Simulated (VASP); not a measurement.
Write the native input for VASP 6.6.1 that does the following.

| Item | Value |
| --- | --- |
| Task | single point |
| Functional | PBEsol |
| Potentials or basis | VASP PAW PBE potentials, release 64 (Si, O) |
| Cutoff | 600 eV |
| k mesh | 4 × 4 × 2 |
| Occupations | fermi-dirac, width 0.02 eV |
| Spin | no spin polarisation |
| Dipole correction | no |
| Further INCAR settings | ALGO = Normal; EDIFF = 1e-06; NBANDS = 44 |

The structure of SiO2 lies in POSCAR:

```
SiO2
1.0
    4.1773000000      0.0000000000      0.0000000000
    0.0000000000      4.1773000000      0.0000000000
    0.0000000000      0.0000000000      5.3304000000
Si O
4 8
Direct
    0.0000000000      0.0000000000      0.0000000000
    0.5000000000      0.5000000000      0.2500000000
    0.0000000000      0.0000000000      0.5000000000
    0.5000000000      0.5000000000      0.7500000000
    0.3059000000      0.3059000000      0.0000000000
    0.1941000000      0.8059000000      0.2500000000
    0.6941000000      0.6941000000      0.0000000000
    0.8059000000      0.1941000000      0.2500000000
    0.3059000000      0.3059000000      0.5000000000
    0.1941000000      0.8059000000      0.7500000000
    0.6941000000      0.6941000000      0.5000000000
    0.8059000000      0.1941000000      0.7500000000
```

One way to write it, as run:

INCAR

```
PREC     = Accurate       # precision mode
ENCUT    = 600            # plane-wave cutoff, eV
EDIFF    = 1E-6           # SCF threshold, eV
ISMEAR   = -1             # smearing method
SIGMA    = 0.02           # smearing width, eV
LREAL    = False          # projectors in reciprocal space
LASPH    = True           # aspherical terms in the spheres
NELM     = 120            # most SCF steps
ALGO     = Normal         # electronic algorithm
ISIF     = 2              # what is computed and relaxed
LWAVE    = False          # write WAVECAR
LCHARG   = False          # write CHGCAR
GGA      = PS             # functional
NBANDS   = 44             # bands
GGA_COMPAT= False
```

KPOINTS

```
Automatic mesh
0
Gamma
  4 4 2
```

Potentials or basis: VASP PAW PBE potentials, release 64 (Si, O).

The run is started by

```console
$ cat potpaw_PBE.64/Si/POTCAR potpaw_PBE.64/O/POTCAR > POTCAR
$ mpirun -np 1 vasp_std > vasp.out
```

Results of the run:

The pressure is 4.7 GPa and the largest force is 0.089 eV/Å. The band gap on the k mesh is 5.59 eV.

Caveat: the k points lie up to 0.59 Å⁻¹ apart; the PAW data sets were made with another functional, which shifts forces and pressure a little.

Run time: 100 s on 1 thread of AMD EPYC 7R43 64-Core Processor (Zen 3), with other jobs on the host, peak memory 0.2 GiB.
